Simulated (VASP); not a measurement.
Set up this calculation in VASP 6.6.1, as the native input.

```
Task                   : single point
Functional             : PBE
Potentials or basis    : VASP PAW PBE potentials, release 64 (Be)
Cutoff                 : 520 eV
k mesh                 : 16 × 16 × 9
Occupations            : fermi-dirac, width 0.05 eV
Spin                   : no spin polarisation
Dipole correction      : no
Further INCAR settings : ALGO = Normal; EDIFF = 1e-06; NBANDS = 9
```

The structure of Be lies in POSCAR:

```
Be
1.0
    2.2853000000      0.0000000000      0.0000000000
   -1.1426500000      1.9791278553      0.0000000000
    0.0000000000      0.0000000000      3.5842000000
Be
2
Direct
    0.3333333333      0.6666666667      0.2500000000
    0.6666666667      0.3333333333      0.7500000000
```

These files were run (other wordings do the same):

INCAR

```
SYSTEM = Be
PREC = Accurate
ENCUT = 520
EDIFF = 1E-6
ISMEAR = -1
SIGMA = 0.05
LREAL = .FALSE.
LASPH = .TRUE.
NELM = 60
ALGO = Normal
ISIF = 2
LWAVE = .FALSE.
LCHARG = .TRUE.
GGA = PE
LELF = .TRUE.
LVHAR = .TRUE.
NBANDS = 9
```

KPOINTS

```
Automatic mesh
0
G
  16 16 9
  0 0 0
```

Potentials or basis: VASP PAW PBE potentials, release 64 (Be).

Launch:

```sh
$ cat potpaw_PBE.64/Be/POTCAR > POTCAR
$ mpirun -np 1 vasp_std > vasp.out
```

Results of the run:

- Pressure: -2.7 GPa
- Band gap on the k mesh: zero (bands 2 and 3 overlap by 1.60 eV)

Wall time 14 s on 1 thread of Intel Xeon 8259CL (shared host), peak memory 0.13 GiB.
